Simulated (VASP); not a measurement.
Runs of VASP 6.6.1 on RbCl. The structure is that of space group Fm-3m (No. 225), or close to it. The cells are those of the table. 

| task | cell | cutoff (eV) | gap on the mesh (eV) | pressure (GPa) |
| --- | --- | --- | --- | --- |
| single point | a = 4.691 Å, angles 60.0°, 2 atoms | 500 | 4.78 | -0.6 |
| electric field gradients | a = 4.721 Å, angles 60.0°, 2 atoms | 400 | 4.72 | (a) |
| single point | a = 4.536 Å, angles 60.0°, 2 atoms | 500 | 5.08 | 1.2 |
| single point | a = 4.661 Å, angles 60.0°, 2 atoms | 500 | 4.83 | -0.3 |
| electric field gradients | a = 4.615 Å, angles 60.0°, 2 atoms | 400 | 4.92 | 0.2 |
| single point | a = 4.646 Å, angles 60.0°, 2 atoms | 500 | 4.86 | -0.2 |
| single point | a = 4.721 Å, angles 60.0°, 2 atoms | 500 | 4.72 | -0.9 |
| electric field gradients | a = 4.646 Å, angles 60.0°, 2 atoms | 400 | 4.86 | -0.2 |
| electric field gradients | a = 4.661 Å, angles 60.0°, 2 atoms | 400 | 4.83 | -0.3 |
| electric field gradients | a = 4.599 Å, angles 60.0°, 2 atoms | 400 | 4.95 | (b) |
| single point | a = 4.568 Å, angles 60.0°, 2 atoms | 500 | (c) | 0.7 |
| electric field gradients | a = 4.536 Å, angles 60.0°, 2 atoms | 400 | 5.08 | 1.2 |

Alike in all rows: level PBEsol; potentials or basis VASP PAW PBE potentials, release 64 (Rb_sv, Cl); no spin polarisation; k mesh 7 × 7 × 7; smearing fermi-dirac 0.02 eV.

Estimate the missing entries.

(a) -0.8; (b) 0.3; (c) 5.01.

Caveats: the PAW data sets were made with another functional, which shifts forces and pressure a little.

A k mesh can miss the band edges, and the runs leave out spin-orbit coupling on Rb.
